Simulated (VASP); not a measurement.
# SrO (Fm-3m) in VASP: single point with PBE

Aim: the single point of SrO with PBE.

All numbers are computed with VASP 6.6.1; they aren't measurements. Logs are shortened: lines on timing, memory, paths and dates and some standing lists are left out, and cuts for length are marked.

### 1 The cell of the first run

The structure is cubic, space group Fm-3m (No. 225). Conventional cell: a = 5.073 Å, b = 5.073 Å, c = 5.073 Å, α = 90.00°, β = 90.00°, γ = 90.00°. Sr (site symmetry m-3m) has 6 O at 2.54 Å within 3.3 Å. Within 3.3 Å of O (site symmetry m-3m) lie 6 Sr at 2.54 Å.

### 2 Single point, PBE

INCAR reads:

```
  PREC = Accurate
  ENCUT = 600
  EDIFF = 1E-6
  ISMEAR = 0
  SIGMA = 0.01
  LREAL = False
  LASPH = True
  NELM = 120
  ALGO = Normal
  ISIF = 2
  LWAVE = False
  LCHARG = False
  GGA = PE
  NBANDS = 15
  GGA_COMPAT = False
```

KPOINTS reads:

```
regular mesh
0
Gamma
  2 2 2
```

POSCAR reads:

```
SrO
1.0
    0.0000000000      2.5362627370      2.5362627370
    2.5362627370      0.0000000000      2.5362627370
    2.5362627370      2.5362627370      0.0000000000
Sr O
1 1
Direct
    0.0000000000      0.0000000000      0.0000000000
    0.5000000000      0.5000000000      0.5000000000
```

Potentials or basis: VASP PAW PBE potentials, release 64 (Sr_sv, O).

On the command line:

```sh
cat potpaw_PBE.64/Sr_sv/POTCAR potpaw_PBE.64/O/POTCAR > POTCAR
mpirun -np 1 vasp_std > vasp.out
```

OUTCAR:

```text
PREC = Accurate
   ENCUT = 600
   EDIFF = 1E-6
   ISMEAR = 0
   LREAL = False
   LASPH = True
   NELM = 120
   ISIF = 2
   GGA = PE

 ion  position               nearest neighbor table
   1  0.000  0.000  0.000-   2 2.54   2 2.54   2 2.54   2 2.54   2 2.54   2 2.54
   2  0.500  0.500  0.500-   1 2.54   1 2.54   1 2.54   1 2.54   1 2.54   1 2.54

  LATTYP: Found a face centered cubic cell.
 ALAT       =     5.0725254740

  Lattice vectors:

 A1 = (   0.0000000000,   2.5362627370,   2.5362627370)
 A2 = (   2.5362627370,   0.0000000000,   2.5362627370)
 A3 = (   2.5362627370,   2.5362627370,   0.0000000000)

Analysis of symmetry for initial positions (statically):
=====================================================================
 Subroutine PRICEL returns:
 Original cell was already a primitive cell.

 Routine SETGRP: Setting up the symmetry group for a
 face centered cubic supercell.

 Subroutine GETGRP returns: Found 48 space group operations
 (whereof 48 operations were pure point group operations)
 out of a pool of 48 trial point group operations.

The static configuration has the point symmetry O_h .

Analysis of symmetry for dynamics (positions and initial velocities):
=====================================================================
 Subroutine PRICEL returns:
 Original cell was already a primitive cell.

 Routine SETGRP: Setting up the symmetry group for a
 face centered cubic supercell.

 Subroutine GETGRP returns: Found 48 space group operations
 (whereof 48 operations were pure point group operations)
 out of a pool of 48 trial point group operations.

The dynamic configuration has the point symmetry O_h .

 Subroutine INISYM returns: Found 48 space group operations
 (whereof 48 operations are pure point group operations),
 and found     1 'primitive' translations

----------------------------------------------------------------------------------------

                                     Primitive cell

  volume of cell :      32.6297

  direct lattice vectors                    reciprocal lattice vectors
     0.000000000  2.536262737  2.536262737    -0.197140459  0.197140459  0.197140459
     2.536262737  0.000000000  2.536262737     0.197140459 -0.197140459  0.197140459
     2.536262737  2.536262737  0.000000000     0.197140459  0.197140459 -0.197140459

  length of vectors
     3.586817160  3.586817160  3.586817160     0.341457291  0.341457291  0.341457291

  position of ions in fractional coordinates (direct lattice)
     0.000000000  0.000000000  0.000000000
     0.500000000  0.500000000  0.500000000

  ion indices of the primitive-cell ions
   primitive index   ion index
                 1           1
                 2           2

----------------------------------------------------------------------------------------

 KPOINTS: regular mesh

Automatic generation of k-mesh.
 Grid dimensions read from file:
 generate k-points for:    2    2    2

 Generating k-lattice:

  Cartesian coordinates                     Fractional coordinates (reciprocal lattice)
    -0.098570229  0.098570229  0.098570229     0.500000000  0.000000000  0.000000000
     0.098570229 -0.098570229  0.098570229     0.000000000  0.500000000  0.000000000
     0.098570229  0.098570229 -0.098570229     0.000000000  0.000000000  0.500000000

  Length of vectors
     0.170728646  0.170728646  0.170728646

  Shift w.r.t. Gamma in fractional coordinates (k-lattice)
     0.000000000  0.000000000  0.000000000

 Subroutine IBZKPT returns following result:
 ===========================================

 Found      3 irreducible k-points:

 Following reciprocal coordinates:
            Coordinates               Weight
  0.000000  0.000000  0.000000      1.000000
  0.500000  0.000000  0.000000      4.000000
  0.500000  0.500000  0.000000      3.000000
   k-points           NKPTS =      3   k-points in BZ     NKDIM =      3   number of bands    NBANDS=     15
   number of dos      NEDOS =    301   number of ions     NIONS =      2
   total plane-waves  NPLWV =  27000
   dimension x,y,z NGX =    30 NGY =   30 NGZ =   30
   dimension x,y,z NGXF=    60 NGYF=   60 NGZF=   60
   ions per type =               1   1
   NGX,Y,Z   is equivalent  to a cutoff of  13.90, 13.90, 13.90 a.u.
   NGXF,Y,Z  is equivalent  to a cutoff of  27.81, 27.81, 27.81 a.u.
 SYSTEM =  unknown system
   PREC   = accura    normal or accurate (medium, high low for compatibility)
   ISTART =      0    job   : 0-new  1-cont  2-samecut
   ICHARG =      2    charge: 1-file 2-atom 10-const
   ISPIN  =      1    spin polarized calculation?
   LNONCOLLINEAR =      F non collinear calculations
   LSORBIT =      F    spin-orbit coupling
   LASPH  =      T    aspherical Exc in radial PAW
   ENCUT  =  600.0 eV  44.10 Ry    6.64 a.u.   7.16  7.16  7.16*2*pi/ulx,y,z
   NELM   =    120;   NELMIN=  2; NELMDL= -5     # of ELM steps
   EDIFF  = 0.1E-05   stopping-criterion for ELM
   LREAL  =      F    real-space projection
   EDIFFG = 0.1E-04   stopping-criterion for IOM
   NSW    =      0    number of steps for IOM
   IBRION =     -1    ionic relax: 0-MD 1-quasi-New 2-CG
   NFREE  =      0    steps in history (QN), initial steepest desc. (CG)
   ISIF   =      2    stress and relaxation
   ISYM   =      2    0-nonsym 1-usesym 2-fastsym
   POTIM  = 0.5000    time-step for ionic-motion
   TEBEG  =    0.0;   TEEND  =   0.0 temperature during run
   PSTRESS=    0.0 pullay stress
   NELECT =      16.0000    total number of electrons
   NUPDOWN=      -1.0000    fix difference up-down
   EMIN   =  10.00;   EMAX   =-10.00  energy-range for DOS
   EFERMI =   0.00;   METHOD = LEGACY
   ISMEAR =     0;   SIGMA  =   0.01  broadening in eV -4-tet -1-fermi 0-gaus
   EFERMI_NEDOS =   21; number of points for ismear=-14 and -15
   IALGO  =     38    algorithm
   IMIX   =      4    mixing-type and parameters
     AMIX     =   0.40;   BMIX     =  1.00
     AMIX_MAG =   1.60;   BMIX_MAG =  1.00
  volume/ion in A,a.u.               =      16.31       110.10
  Fermi-wavevector in a.u.,A,eV,Ry     =   1.290953  2.439548 22.674937  1.666561
  Thomas-Fermi vector in A             =   2.422753
   LORBIT       =      0    0 simple, 1 ext, 2 COOP (PROOUT), +10 PAW based schemes
   GGA     = PE    functional components
   LHFCALC =     F    Hartree Fock is set to
   AEXX    =    0.0000 exact exchange contribution
   IVDW    =     0    specifies the selected vdW correction
   LEPSILON=     F    determine dielectric tensor
   LRPA    =     F    only Hartree local field effects (RPA)
 non-spin polarized calculation
 Gauss-broadening in eV      SIGMA  =   0.01
  energy-cutoff  :      600.00
  volume of cell :       32.63
 maximum number of plane-waves:      1106
 NGX is ok and might be reduce to    30
   NGX = 15   NGY = 15   NGZ = 15

 number of electron      15.9999999 magnetization

 Free energy of the ion-electron system (eV)
  ---------------------------------------------------
  ext. energy  EPLUGINS =         0.00000000
  ---------------------------------------------------
  free energy    TOTEN  =       -11.79080601 eV

  energy without entropy =      -11.79080601  energy(sigma->0) =      -11.79080601

 E-fermi :   2.2083     XC(G=0): -10.1872

 val. band max:        2.0915649278   @ k =   0.0000   0.0000   0.0000
 cond. band min:       5.1117037993   @ k =   0.5000   0.5000   0.0000
 fundamental gap:      3.0201388715
 Fermi energy:         2.2083243013

 k-point     1 :       0.0000    0.0000    0.0000
  band No.  band energies     occupation
      1     -30.4594      2.00000
      2     -13.0409      2.00000
      3     -12.0438      2.00000
      4     -12.0438      2.00000
      5     -12.0438      2.00000
      6       2.0916      2.00000
      7       2.0916      2.00000
      8       2.0916      2.00000
      9       6.2149      0.00000
     10       8.1482      0.00000
     11       8.1482      0.00000
     12       8.1482      0.00000
     13      10.4057      0.00000
     14      10.4057      0.00000
     15      14.8392      0.00000

 k-point     2 :       0.5000    0.0000    0.0000
  band No.  band energies     occupation
      1     -30.2957      2.00000
      2     -14.7797      2.00000
      3     -12.1336      2.00000
      4     -12.1336      2.00000
      5     -10.6784      2.00000
      6      -0.2356      2.00000
      7       0.8321      2.00000
      8       0.8321      2.00000
      9       8.6951      0.00000
     10      10.7035      0.00000
     11      10.9519      0.00000
     12      10.9519      0.00000
     13      14.1817      0.00000
     14      14.1817      0.00000
     15      17.2830      0.00000

 k-point     3 :       0.5000    0.5000    0.0000
  band No.  band energies     occupation
      1     -30.2486      2.00000
      2     -13.1196      2.00000
      3     -13.0326      2.00000
      4     -12.4552      2.00000
      5     -12.4552      2.00000
      6       1.6937      2.00000
      7       2.0212      2.00000
      8       2.0212      2.00000
      9       5.1117      0.00000
     10      10.0095      0.00000
     11      12.2821      0.00000
     12      12.7284      0.00000
     13      13.2405      0.00000
     14      13.2405      0.00000
     15      16.1075      0.00000

------------------------ aborting loop because EDIFF is reached ----------------------------------------

  FORCE on cell =-STRESS in cart. coord.  units (eV):
  Direction    XX          YY          ZZ          XY          YZ          ZX
  --------------------------------------------------------------------------------------
  -------------------------------------------------------------------------------------
  Total        1.6900077      1.6900077      1.6900077     -0.0000000      0.0000000      0.0000000
  in kB       82.9825039     82.9825039     82.9825039     -0.0000000      0.0000000      0.0000000
  external PRESSURE =      82.9825039 kB  Pullay stress =       0.0000000 kB

 VOLUME and BASIS-vectors are now :
 -----------------------------------------------------------------------------
  energy-cutoff  :      600.00
  volume of cell :       32.63
      direct lattice vectors                 reciprocal lattice vectors
     0.000000000  2.536262737  2.536262737    -0.197140459  0.197140459  0.197140459
     2.536262737  0.000000000  2.536262737     0.197140459 -0.197140459  0.197140459
     2.536262737  2.536262737  0.000000000     0.197140459  0.197140459 -0.197140459

 POSITION                                       TOTAL-FORCE (eV/Angst)
 -----------------------------------------------------------------------------------
      0.00000      0.00000      0.00000         0.000000     -0.000000     -0.000000
      2.53626      2.53626      2.53626         0.000000      0.000000      0.000000
 -----------------------------------------------------------------------------------
    total drift:                                0.000000      0.000000      0.000000

  FREE ENERGIE OF THE ION-ELECTRON SYSTEM (eV)
  ---------------------------------------------------
  free  energy   TOTEN  =       -11.7908060058 eV

  energy  without entropy=      -11.7908060058  energy(sigma->0) =      -11.79080601
```

Wall time 3.3 s (1 thread of AMD EPYC 9R45 (Zen 5), shared host); peak memory 0.13 GiB.

What came out:

* Free energy: -11.7908 eV
* Pressure: 8.3 GPa
* Band gap on the k mesh: 3.02 eV, indirect (least direct gap 3.09 eV)

Caveat: the k points lie up to 1.07 Å⁻¹ apart. PBE gaps usually lie below the measured ones, often by a third to a half.
